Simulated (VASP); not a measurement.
Input of a VASP 6.6.1 run:

File INCAR:

```
PREC     = Accurate       # precision mode
ENCUT    = 520            # plane-wave cutoff, eV
EDIFF    = 1E-6           # SCF threshold, eV
ISMEAR   = 0              # smearing method
SIGMA    = 0.15           # smearing width, eV
LREAL    = False          # projectors in reciprocal space
LASPH    = True           # aspherical terms in the spheres
NELM     = 60             # most SCF steps
ALGO     = Normal         # electronic algorithm
ISIF     = 2              # what is computed and relaxed
LWAVE    = False          # write WAVECAR
LCHARG   = True           # write CHGCAR
GGA      = PE             # functional
LELF     = True           # ELF
LVHAR    = True         
NBANDS   = 8              # bands
```

KPOINTS

```
regular mesh
0
Gamma
  20 20 20
```

Contents of POSCAR:

```
Al
1.0
    0.0000000000      2.1251790000      2.0239800000
    2.1251790000      0.0000000000      2.0239800000
    2.1251790000      2.1251790000      0.0000000000
Al
1
Direct
    0.0000000000      0.0000000000      0.0000000000
```

Potentials or basis: VASP PAW PBE potentials, release 64 (Al).

Command:

```console
$ cat potpaw_PBE.64/Al/POTCAR > POTCAR
$ mpirun -np 1 vasp_std > vasp.out
```

Task: Estimate the pressure.

Result: -6.2 GPa.

Task: What does it give for the band gap on the k mesh?

Result: Zero (an odd number of electrons rules out a gap without spin polarisation).

Stress tensor (GPa, compression positive):
```
-6.77  0.00  0.00
 0.00 -6.77  0.00
 0.00  0.00 -5.11
```

Caveat: the cell differs from its parent crystal (strain +0.050 along x and y, +0.000 along z); the cell stands under tension.
